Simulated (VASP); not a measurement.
**ZrO2: single point with PBE**

ZrO2:

```
Zr O
1.0
     0.00000    2.51927    2.51927
     2.51927    0.00000    2.51927
     2.51927    2.51927    0.00000
Zr O
1 2
Cartesian
  0.0000 0.0000 0.0000
  1.2596 1.2596 1.2596
  3.7789 3.7789 3.7789
```

This cell differs from its parent crystal: strain -1.0%.

```json
{"Program": "VASP 6.6.1", "Task": "single point", "Functional": "PBE", "Potentials or basis": "VASP PAW PBE potentials, release 64 (Zr_sv, O)", "Cutoff": "600 eV", "k mesh": "6 × 6 × 6", "Occupations": "gaussian, width 0.01 eV", "Spin": "no spin polarisation", "Dipole correction": "no", "Further INCAR settings": "ALGO = Normal; EDIFF = 1e-06; NBANDS = 19"}
```

The pressure is 12.0 GPa and the band gap on the k mesh is 3.44 eV, indirect (least direct gap 3.91 eV).

Levels at points of the mesh, in eV from the valence-band top:
```
           k point  band 8  band 9  band 10  band 11  band 12  band 13  band 14  band 15  band 16  band 17
(0.00, 0.00, 0.00)   -5.41   -5.41    -0.54    -0.54    -0.54     3.44     3.44     6.81     9.74     9.74
(0.50, 0.00, 0.00)   -4.37   -2.58    -2.50    -1.67    -1.67     4.12     4.12     6.37     8.79     8.79
(0.50, 0.50, 0.00)   -3.20   -3.20    -1.55    -1.55     0.00     3.91     4.90     6.11     7.55     7.55
```

It took 10 s on 1 thread of Intel(R) Xeon(R) Platinum 8559C (Emerald Rapids), on a shared host, peak memory 0.15 GiB.

Caveat: the cell differs from its parent crystal (strain -1.0%). A k mesh can miss the band edges.
